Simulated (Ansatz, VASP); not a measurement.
# KMgF3: VASP beside Ansatz

The input INCAR:

```
SYSTEM = KMgF3
ALGO = Normal
EDIFF = 1E-6
ENCUT = 520
GGA = PE
ISIF = 2
ISMEAR = 0
LASPH = .TRUE.
LCHARG = .FALSE.
LREAL = .FALSE.
LWAVE = .FALSE.
NBANDS = 24
NELM = 60
PREC = Accurate
SIGMA = 0.05
```

Contents of KPOINTS:

```
k-points
0
G
  6 6 6
  0 0 0
```

File POSCAR:

```
KMgF3
1.0
    3.6670280000      0.0000000000      0.0000000000
    0.0000000000      3.6670280000      0.0000000000
    0.0000000000      0.0000000000      3.9859000000
K Mg F
1 1 3
Direct
    0.5000000000      0.5000000000      0.5000000000
    0.0000000000      0.0000000000      0.0000000000
    0.5000000000      0.0000000000      0.0000000000
    0.0000000000      0.5000000000      0.0000000000
    0.0000000000      0.0000000000      0.5000000000
```

Input for Ansatz:

```yaml
crystal:
  lattice:
    - [3.667028, 0.0, 0.0]
    - [0.0, 3.667028, 0.0]
    - [0.0, 0.0, 3.9859]
  atoms:
    - { symbol: K, position: [0.5, 0.5, 0.5] }
    - { symbol: Mg, position: [0.0, 0.0, 0.0] }
    - { symbol: F, position: [0.5, 0.0, 0.0] }
    - { symbol: F, position: [0.0, 0.5, 0.0] }
    - { symbol: F, position: [0.0, 0.0, 0.5] }
basis:
  ecutwfc: 420
kpoints:
  mp_grid: { grid: [6, 6, 6] }
hamiltonian:
  xc: pbe
scf:
  occupations: { method: gaussian, width: 0.05 }
output:
  forces: true
  stress: true
  eigenvalues: true
```

Change from the starting cell: strain -0.080 along x and y, +0.000 along z, atoms carried along.

Alike in both runs: task single point; functional PBE; k mesh 6 × 6 × 6; occupations gaussian, width 0.05 eV; no spin polarisation.

```csv
,VASP,Ansatz
version,VASP 6.6.1,Ansatz 0.2.0
potentials or method,"VASP PAW PBE potentials, release 64 (K_sv, Mg, F), cutoff 520 eV","scalar-relativistic, plane waves, PAW"
valence electrons in the cell,32,40
```

|  | VASP | Ansatz | Ansatz less VASP |
| --- | --- | --- | --- |
| gap on the k mesh at the Fermi level (eV) | 8.57 | 8.60 | +0.027 |
| least direct gap on the mesh (eV) | 8.97 | 8.99 | +0.025 |
| pressure (GPa) | 24.5 | 24.7 | +0.19 |
| traceless stress, the component that is largest in VASP (GPa) | -10.87 | -10.72 | +0.144 |

VASP's potentials hold 32 valence electrons a cell and Ansatz's 40, so a difference there can come from the potentials and not from the codes.
